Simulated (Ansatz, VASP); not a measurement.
**AlN: VASP beside Ansatz**

INCAR

```
ALGO     = Normal         # electronic algorithm
EDIFF    = 1E-7           # SCF threshold, eV
EDIFFG   = -0.01          # ionic threshold
ENCUT    = 520            # plane-wave cutoff, eV
GGA      = PE             # functional
IBRION   = 2              # ionic algorithm
ISIF     = 2              # what is computed and relaxed
ISMEAR   = 0              # smearing method
LASPH    = T              # aspherical terms in the spheres
LCHARG   = F              # write CHGCAR
LREAL    = F              # projectors in reciprocal space
LWAVE    = F              # write WAVECAR
NELM     = 60             # most SCF steps
NSW      = 50             # ionic steps
PREC     = Accurate       # precision mode
SIGMA    = 0.05           # smearing width, eV
```

KPOINTS

```
k-points
0
Gamma
  9 9 6
```

File POSCAR:

```
AlN
1.0
    3.1612000000      0.0000000000      0.0000000000
   -1.5806000000      2.7376795064      0.0000000000
    0.0000000000      0.0000000000      5.4183000000
Al N
2 2
Direct
    0.3333333333      0.6666666667      0.0017290859
    0.6666666667      0.3333333333      0.5017290859
    0.3333333333      0.6666666667      0.3832709141
    0.6666666667      0.3333333333      0.8832709141
```

Input for Ansatz:

```yaml
crystal:
  lattice:
    - [3.1612, 0.0, 0.0]
    - [-1.5806, 2.7376795064, 0.0]
    - [0.0, 0.0, 5.4183]
  atoms:
    - { symbol: Al, position: [0.3333333333, 0.6666666667, 0.0017290859] }
    - { symbol: Al, position: [0.6666666667, 0.3333333333, 0.5017290859] }
    - { symbol: "N", position: [0.3333333333, 0.6666666667, 0.3832709141] }
    - { symbol: "N", position: [0.6666666667, 0.3333333333, 0.8832709141] }
basis:
  ecutwfc: 520.0
kpoints:
  mp_grid: { grid: [9, 9, 6] }
hamiltonian:
  xc: pbe
  pseudopotentials: { kind: paw, azcp: { folder: soft_1 } }
scf:
  occupations: { method: gaussian, width: 0.05 }
output:
  forces: true
  stress: true
  eigenvalues: true
relax:
  adjacent_minimum: "off"
  f_tol: 0.01
  max_steps: 30
```

Alike in both runs: task relaxation of the atoms; functional PBE; k mesh 9 × 9 × 6; occupations gaussian, width 0.05 eV; no spin polarisation.

|  | VASP | Ansatz |
| --- | --- | --- |
| version | VASP 6.6.1 | Ansatz 0.2.0 |
| potentials or method | VASP PAW PBE potentials, release 64 (Al, N), cutoff 520 eV | scalar-relativistic, plane waves, PAW |
| valence electrons in the cell | 16 | 16 |

```tsv
	VASP	Ansatz	Ansatz less VASP
gap on the k mesh at the Fermi level, each at its own relaxed structure (eV)	3.13	3.13	-0.001
```

Ansatz's warnings: stress scf threshold loose.
